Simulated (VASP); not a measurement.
Crystal: Cu4Mo.

```
Cu Mo
1.0
    -2.60339    2.60339    2.60339
     2.60339   -2.60339    2.60339
     2.60339    2.60339   -2.60339
Cu Mo
4 1
Cartesian
  1.3017 1.3017 -1.3017
  1.3017 -1.3017 1.3017
  -1.3017 1.3017 1.3017
  1.3017 1.3017 1.3017
  0.0000 0.0000 0.0000
```

The cell was built from a structure type or drawn by symmetry, and may not be a known phase.

- Program: VASP 6.6.1
- Task: relaxation of cell and atoms
- Functional: PBE
- Potentials or basis: VASP PAW PBE potentials, release 64 (Cu, Mo_sv)
- Cutoff: 600 eV
- k mesh: 6 × 6 × 6
- Occupations: gaussian, width 0.1 eV
- Spin: no spin polarisation

At the start: pressure 35.2 GPa; volume 14.12 Å³/atom.

**Question.** How do energy, volume and symmetry change on relaxing?

**Answer.** Over 3 steps the energy falls by 332.9 meV/atom and the volume is 17.93 Å³/atom (+27.1 %); space group Im-3m (No. 229, to 0.1 Å) before and after.

Step by step:
| step | energy change (eV) | largest force (eV/Å) | pressure (GPa) | volume (Å³) |
| --- | --- | --- | --- | --- |
| 1 | 0.0000 | 0.0000 | 35.16 | 70.58 |
| 2 | -1.0159 | 0.0000 | -10.02 | 107.19 |
| 3 | -1.6645 | 0.0000 | -0.07 | 89.67 |

Final structure:
```
Cu Mo
1.0
    -2.81970    2.81970    2.81970
     2.81970   -2.81970    2.81970
     2.81970    2.81970   -2.81970
Cu Mo
4 1
Direct
  0.00000 0.00000 0.50000
  0.00000 0.50000 0.00000
  0.50000 0.00000 0.00000
  0.50000 0.50000 0.50000
  0.00000 0.00000 0.00000
```

Caveat: the volume moved by over 15 % at a fixed basis, so the end points are rough.
